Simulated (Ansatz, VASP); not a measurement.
## Two plane-wave programs on H

File INCAR:

```
SYSTEM = H
ALGO = Normal
EDIFF = 1E-6
ENCUT = 520
GGA = PE
ISIF = 2
ISMEAR = 0
LASPH = .True.
LCHARG = .False.
LREAL = .False.
LWAVE = .False.
NBANDS = 10
NELM = 100
PREC = Accurate
SIGMA = 0.02
```

Contents of KPOINTS:

```
k-points
0
Gamma
  8 8 4
  0 0 0
```

Contents of POSCAR:

```
H
1.0
    1.6485318600     -2.7316882300      0.0000000000
    1.6485318600      2.7316882300      0.0000000000
    0.0000000000      0.0000000000      6.3137686200
H
4
Direct
    0.5678085000      0.4321915000      0.9995149500
    0.4321915000      0.5678085000      0.0004850500
    0.4321915000      0.5678085000      0.4995149500
    0.5678085000      0.4321915000      0.5004850500
```

Input for Ansatz:

```yaml
crystal:
  lattice:
    - [1.64853186, -2.73168823, 0.0]
    - [1.64853186, 2.73168823, 0.0]
    - [0.0, 0.0, 6.31376862]
  atoms:
    - { symbol: H, position: [0.5678085, 0.4321915, 0.99951495] }
    - { symbol: H, position: [0.4321915, 0.5678085, 0.00048505] }
    - { symbol: H, position: [0.4321915, 0.5678085, 0.49951495] }
    - { symbol: H, position: [0.5678085, 0.4321915, 0.50048505] }
basis:
  ecutwfc: 420
kpoints:
  mp_grid: { grid: [8, 8, 4] }
hamiltonian:
  xc: pbe
scf:
  occupations: { method: gaussian, width: 0.02 }
output:
  forces: true
  stress: true
  eigenvalues: true
  populations: true
```

Alike in both runs: task single point; functional PBE; k mesh 8 × 8 × 4; occupations gaussian, width 0.02 eV; no spin polarisation.

|  | VASP | Ansatz |
| --- | --- | --- |
| version | VASP 6.6.1 | Ansatz 0.2.0 |
| potentials or method | VASP PAW PBE potentials, release 64 (H), cutoff 520 eV | scalar-relativistic, plane waves, PAW |
| valence electrons in the cell | 4 | 4 |

|  | VASP | Ansatz | Ansatz less VASP |
| --- | --- | --- | --- |
| gap on the k mesh at the Fermi level (eV) | 8.32 | 8.32 | 0.000 |
| least direct gap on the mesh (eV) | 8.32 | 8.32 | +0.001 |
| pressure (GPa) | 0.5 | 0.7 | +0.19 |
| traceless stress, the component that is largest in VASP (GPa) | 0.79 | 0.85 | +0.062 |
| rms of the force components (eV/Å) | 0.176 | 0.183 | +0.0073 |

Atom by atom the forces differ by 0.007 eV/Å (rms over components).
